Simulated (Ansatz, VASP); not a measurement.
**Two plane-wave programs on P**

The input INCAR:

```
SYSTEM = P
ALGO     = Normal         ! electronic algorithm
EDIFF    = 1E-6           ! SCF threshold, eV
ENCUT    = 520            ! plane-wave cutoff, eV
GGA      = RE             ! functional
ISIF     = 2              ! what is computed and relaxed
ISMEAR   = -1             ! smearing method
LASPH    = .TRUE.         ! aspherical terms in the spheres
LCHARG   = .FALSE.        ! write CHGCAR
LREAL    = .FALSE.        ! projectors in reciprocal space
LWAVE    = .FALSE.        ! write WAVECAR
NBANDS   = 8              ! bands
NELM     = 100            ! most SCF steps
PREC     = Accurate       ! precision mode
SIGMA    = 0.1            ! smearing width, eV
```

File KPOINTS:

```
k-points
0
G
  16 16 16
  0 0 0
```

The input POSCAR:

```
P
1.0
    0.0000000000      1.9950773150      1.9950773150
    1.9950773150      0.0000000000      1.9950773150
    1.9950773150      1.9950773150      0.0000000000
P
1
Direct
    0.0000000000      0.0000000000      0.0000000000
```

Input for Ansatz:

```yaml
crystal:
  lattice:
    - [0.0, 1.995077315, 1.995077315]
    - [1.995077315, 0.0, 1.995077315]
    - [1.995077315, 1.995077315, 0.0]
  atoms:
    - { symbol: P, position: [0.0, 0.0, 0.0] }
hamiltonian:
  xc: revpbe
  pseudopotentials:
    kind: paw
    azcp:
      P: "pseudopotentials/P.paw.azcp"
basis:
  ecutwfc: 420
  fft_grid_basis: typed
kpoints:
  mp_grid: { grid: [16, 16, 16], shift: [0, 0, 0] }
magnetization:
  spin_polarized: false
scf:
  occupations: { method: fermi_dirac, width: 0.1 }
  lower_state_search: "off"
output:
  stress: true
```

Alike in both runs: task single point; functional revPBE; k mesh 16 × 16 × 16; occupations fermi-dirac, width 0.1 eV; no spin polarisation.

|  | VASP | Ansatz |
| --- | --- | --- |
| version | VASP 6.6.1 | Ansatz 0.2.0 |
| potentials or method | VASP PAW PBE potentials, release 64 (P), cutoff 520 eV | plane waves (420 eV) with PAW, scalar-relativistic |
| valence electrons in the cell | 5 | 5 |

Ansatz gave:

- pressure (GPa): -5.8

Question: Which values does VASP return?

Answer: Pressure (GPa): -6.2.

VASP's potentials were made for PBE, not for revPBE.
